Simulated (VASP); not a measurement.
# In2GaP3 (P-3m1) in VASP: relaxation of cell and atoms with PBE

Aim: the relaxation of cell and atoms of In2GaP3 with PBE.

All numbers are computed with VASP 6.6.1; they aren't measurements. Logs are shortened: lines on timing, memory, paths and dates and some standing lists are left out, and cuts for length are marked.

## (1) The cell of the first run

It takes space group P-3m1 (No. 164, trigonal). Conventional cell: a = 3.807 Å, b = 3.807 Å, c = 9.491 Å, α = 90.00°, β = 90.00°, γ = 120.00°. Within 3.6 Å of In (site symmetry 3m) lie 6 P at 2.75 to 2.76 Å. Ga (site symmetry -3m) has 6 P at 2.62 Å within 3.5 Å. P (site symmetry 3m) has 3 Ga at 2.62 Å and 3 In at 2.76 Å and 3 P at 3.59 Å within 3.6 Å. P (site symmetry -3m) has 6 In at 2.75 Å within 3.6 Å.

## (2) Relaxation of cell and atoms, PBE

File INCAR:

```
SYSTEM = In2GaP3
  PREC = Accurate
  ENCUT = 600
  EDIFF = 1E-6
  ISMEAR = 0
  SIGMA = 0.1
  LREAL = .False.
  LASPH = .True.
  NELM = 80
  ALGO = Normal
  ISIF = 3
  LWAVE = .False.
  LCHARG = .False.
  GGA = PE
  IBRION = 2
  NSW = 100
  EDIFFG = -0.01
```

File KPOINTS:

```
regular mesh
0
Gamma
  12 12 4
  0 0 0
```

File POSCAR:

```
In2GaP3
1.0
    3.8070549575      0.0000000000      0.0000000000
   -1.9035274788      3.2970063068      0.0000000000
    0.0000000000      0.0000000000      9.4909414716
In Ga P
2 1 3
Direct
    0.6666666667      0.3333333333      0.8257858679
    0.3333333333      0.6666666667      0.1742141321
    0.0000000000      0.0000000000      0.5000000000
    0.3333333333      0.6666666667      0.6494387725
    0.6666666667      0.3333333333      0.3505612275
    0.0000000000      0.0000000000      0.0000000000
```

Potentials or basis: VASP PAW PBE potentials, release 64 (In_d, Ga_d, P).

The run is started by

```sh
$ cat potpaw_PBE.64/In_d/POTCAR potpaw_PBE.64/Ga_d/POTCAR potpaw_PBE.64/P/POTCAR > POTCAR
$ mpirun -np 1 vasp_std > vasp.out
```

OUTCAR:

```text
SYSTEM = In2GaP3
   PREC = Accurate
   ENCUT = 600
   EDIFF = 1E-6
   ISMEAR = 0
   LREAL = .False.
   LASPH = .True.
   NELM = 80
   ISIF = 3
   GGA = PE
   IBRION = 2
   NSW = 100
   EDIFFG = -0.01

 ion  position               nearest neighbor table
   1  0.667  0.333  0.826-   6 2.75   6 2.75   6 2.75   4 2.76   4 2.76   4 2.76   2 3.97   2 3.97
                             2 3.97
   2  0.333  0.667  0.174-   6 2.75   6 2.75   6 2.75   5 2.76   5 2.76   5 2.76   1 3.97   1 3.97
                             1 3.97
   3  0.000  0.000  0.500-   4 2.62   5 2.62   5 2.62   4 2.62   5 2.62   4 2.62
   4  0.333  0.667  0.649-   3 2.62   3 2.62   3 2.62   1 2.76   1 2.76   1 2.76
   5  0.667  0.333  0.351-   3 2.62   3 2.62   3 2.62   2 2.76   2 2.76   2 2.76
   6  0.000  0.000  0.000-   1 2.75   2 2.75   1 2.75   2 2.75   1 2.75   2 2.75

  LATTYP: Found a hexagonal cell.
 ALAT       =     3.8070549575
 C/A-ratio  =     2.4929877760

  Lattice vectors:

 A1 = (   3.8070549575,   0.0000000000,   0.0000000000)
 A2 = (  -1.9035274788,   3.2970063068,   0.0000000000)
 A3 = (   0.0000000000,   0.0000000000,   9.4909414716)

Analysis of symmetry for initial positions (statically):
=====================================================================
 Subroutine PRICEL returns:
 Original cell was already a primitive cell.

 Routine SETGRP: Setting up the symmetry group for a
 hexagonal supercell.

 Subroutine GETGRP returns: Found 12 space group operations
 (whereof 12 operations were pure point group operations)
 out of a pool of 24 trial point group operations.

The static configuration has the point symmetry D_3d.

Analysis of symmetry for dynamics (positions and initial velocities):
=====================================================================
 Subroutine PRICEL returns:
 Original cell was already a primitive cell.

 Routine SETGRP: Setting up the symmetry group for a
 hexagonal supercell.

 Subroutine GETGRP returns: Found 12 space group operations
 (whereof 12 operations were pure point group operations)
 out of a pool of 24 trial point group operations.

The dynamic configuration has the point symmetry D_3d.

 Subroutine INISYM returns: Found 12 space group operations
 (whereof 12 operations are pure point group operations),
 and found     1 'primitive' translations

----------------------------------------------------------------------------------------
[... 108 lines left out ...]
   ISYM   =      2    0-nonsym 1-usesym 2-fastsym
   POTIM  = 0.5000    time-step for ionic-motion
   TEBEG  =    0.0;   TEEND  =   0.0 temperature during run
   PSTRESS=    0.0 pullay stress
   NELECT =      54.0000    total number of electrons
   NUPDOWN=      -1.0000    fix difference up-down
   EMIN   =  10.00;   EMAX   =-10.00  energy-range for DOS
   EFERMI =   0.00;   METHOD = LEGACY
   ISMEAR =     0;   SIGMA  =   0.10  broadening in eV -4-tet -1-fermi 0-gaus
   EFERMI_NEDOS =   21; number of points for ismear=-14 and -15
   IALGO  =     38    algorithm
   IMIX   =      4    mixing-type and parameters
     AMIX     =   0.40;   BMIX     =  1.00
     AMIX_MAG =   1.60;   BMIX_MAG =  1.00
  volume/ion in A,a.u.               =      19.85       133.99
  Fermi-wavevector in a.u.,A,eV,Ry     =   1.257573  2.376469 21.517490  1.581491
  Thomas-Fermi vector in A             =   2.391226
   LORBIT       =      0    0 simple, 1 ext, 2 COOP (PROOUT), +10 PAW based schemes
   GGA     = PE    functional components
   LHFCALC =     F    Hartree Fock is set to
   AEXX    =    0.0000 exact exchange contribution
   IVDW    =     0    specifies the selected vdW correction
   LEPSILON=     F    determine dielectric tensor
   LRPA    =     F    only Hartree local field effects (RPA)
 conjugate gradient relaxation of ions
 non-spin polarized calculation
 Gauss-broadening in eV      SIGMA  =   0.10
  energy-cutoff  :      600.00
  volume of cell :      119.13
 maximum number of plane-waves:      4027
   NGX = 15   NGY = 15   NGZ = 37

--------------------------------------- Ionic step        1  -------------------------------------------

 number of electron      53.9999984 magnetization

 Free energy of the ion-electron system (eV)
  ---------------------------------------------------
  ext. energy  EPLUGINS =         0.00000000
  ---------------------------------------------------
  free energy    TOTEN  =       -24.05646735 eV

  energy without entropy =      -24.03785318  energy(sigma->0) =      -24.04716026

------------------------ aborting loop because EDIFF is reached ----------------------------------------

  FORCE on cell =-STRESS in cart. coord.  units (eV):
  Direction    XX          YY          ZZ          XY          YZ          ZX
  --------------------------------------------------------------------------------------
  -------------------------------------------------------------------------------------
  Total        0.2894152      0.2894152     -0.5233603     -0.0000000      0.0000000     -0.0000000
  in kB        3.8923660      3.8923660     -7.0387113     -0.0000000      0.0000000     -0.0000000
  external PRESSURE =       0.2486735 kB  Pullay stress =       0.0000000 kB
[... 187 lines left out ...]
--------------------------------------- Ionic step        6  -------------------------------------------

 number of electron      53.9999988 magnetization

 Free energy of the ion-electron system (eV)
  ---------------------------------------------------
  ext. energy  EPLUGINS =         0.00000000
  ---------------------------------------------------
  free energy    TOTEN  =       -24.06310089 eV

  energy without entropy =      -24.04563929  energy(sigma->0) =      -24.05437009

 E-fermi :   6.8694     XC(G=0): -10.5745

 val. band max:        6.8586295919   @ k =  -0.0833   0.4167   0.2500
 cond. band min:       6.8713646437   @ k =   0.1667   0.0000   0.2500
 fundamental gap:      0.0127350517
 Fermi energy:         6.8694421675

 k-point     1 :       0.0000    0.0000    0.0000
  band No.  band energies     occupation
      1      -7.7051      2.00000
      2      -7.7051      2.00000
      3      -7.6772      2.00000
      4      -7.6491      2.00000
      5      -7.6491      2.00000
      6      -7.4285      2.00000
[... 829 lines left out ...]
     31      10.8746      0.00000
     32      11.0091      0.00000

 [... further k-points ...]

------------------------ aborting loop because EDIFF is reached ----------------------------------------

  FORCE on cell =-STRESS in cart. coord.  units (eV):
  Direction    XX          YY          ZZ          XY          YZ          ZX
  --------------------------------------------------------------------------------------
  -------------------------------------------------------------------------------------
  Total        0.0545809      0.0545809      0.0380189     -0.0000000      0.0000000      0.0000000
  in kB        0.7343066      0.7343066      0.5114889     -0.0000000      0.0000000      0.0000000
  external PRESSURE =       0.6600340 kB  Pullay stress =       0.0000000 kB
[... 21 lines left out ...]
  FREE ENERGIE OF THE ION-ELECTRON SYSTEM (eV)
  ---------------------------------------------------
  free  energy   TOTEN  =       -24.0631008867 eV

  energy  without entropy=      -24.0456392872  energy(sigma->0) =      -24.05437009

 reached required accuracy - stopping structural energy minimisation
```

CONTCAR:

```text
In2GaP3
   1.00000000000000
     3.8327980592051873   -0.0000000000003899   -0.0000000000000000
    -1.9163990296532691    3.3193004868491238    0.0000000000000000
     0.0000000000000000    0.0000000000000000    9.3607644372431267
  In              Ga              P
     2     1     3
Direct
     0.6666666667000030    0.3333333332999970    0.8265993705440453
     0.3333333332999970    0.6666666667000030    0.1734006294559547
     0.0000000000000000    0.0000000000000000    0.5000000000000000
     0.3333333332999970    0.6666666667000030    0.6483807780844865
     0.6666666667000030    0.3333333332999970    0.3516192219155135
     0.0000000000000000    0.0000000000000000    0.0000000000000000

  0.00000000E+00  0.00000000E+00  0.00000000E+00
  0.00000000E+00  0.00000000E+00  0.00000000E+00
  0.00000000E+00  0.00000000E+00  0.00000000E+00
  0.00000000E+00  0.00000000E+00  0.00000000E+00
  0.00000000E+00  0.00000000E+00  0.00000000E+00
  0.00000000E+00  0.00000000E+00  0.00000000E+00
```

Wall time 16 min (1 thread of Intel Xeon Platinum 8259CL at 2.50GHz (Skylake/Cascade Lake), shared host); peak memory 0.48 GiB.

What came out:

```
Free energy                           : -24.0631 eV
Relaxed volume                        : 19.85 Å³/atom
Relaxed cell                          : a = 3.833 Å, b = 3.833 Å, c = 9.361 Å, α = 90.00°, β = 90.00°, γ = 120.00°
Space group after relaxing (to 0.1 Å) : P-3m1 (No. 164)
Energy gained by relaxing             : 1.1 meV/atom
Ionic steps                           : 6
Pressure after relaxing               : 0.1 GPa
Largest force after relaxing          : 0.007 eV/Å
Band gap on the k mesh                : zero (bands 27 and 28 overlap by 1.24 eV)
```

Forces in eV/Å, atoms in the order of the input:
```
In   0.000  0.000 -0.007
In   0.000  0.000  0.007
Ga   0.000  0.000  0.000
P    0.000  0.000 -0.001
P    0.000  0.000  0.001
P    0.000  0.000  0.000
```

Step by step:
| step | energy change (eV) | largest force (eV/Å) | pressure (GPa) | volume (Å³) |
| --- | --- | --- | --- | --- |
| 1 | 0.0000 | 0.0673 | 0.02 | 119.13 |
| 2 | -0.0036 | 0.0446 | 0.02 | 119.18 |
| 3 | -0.0061 | 0.0367 | -0.07 | 119.31 |
| 4 | -0.0066 | 0.0159 | -0.07 | 119.28 |
| 5 | -0.0066 | 0.0139 | -0.06 | 119.28 |
| 6 | -0.0066 | 0.0074 | 0.07 | 119.09 |

Final structure:
```
In Ga P
1.0
     3.83280    0.00000    0.00000
    -1.91640    3.31930    0.00000
     0.00000    0.00000    9.36076
In Ga P
2 1 3
Cartesian
  1.9164 1.1064 7.7376
  0.0000 2.2129 1.6232
  0.0000 0.0000 4.6804
  0.0000 2.2129 6.0693
  1.9164 1.1064 3.2914
  0.0000 0.0000 0.0000
```

Caveat: spin-orbit coupling is left out, which moves the levels of the heavy elements.
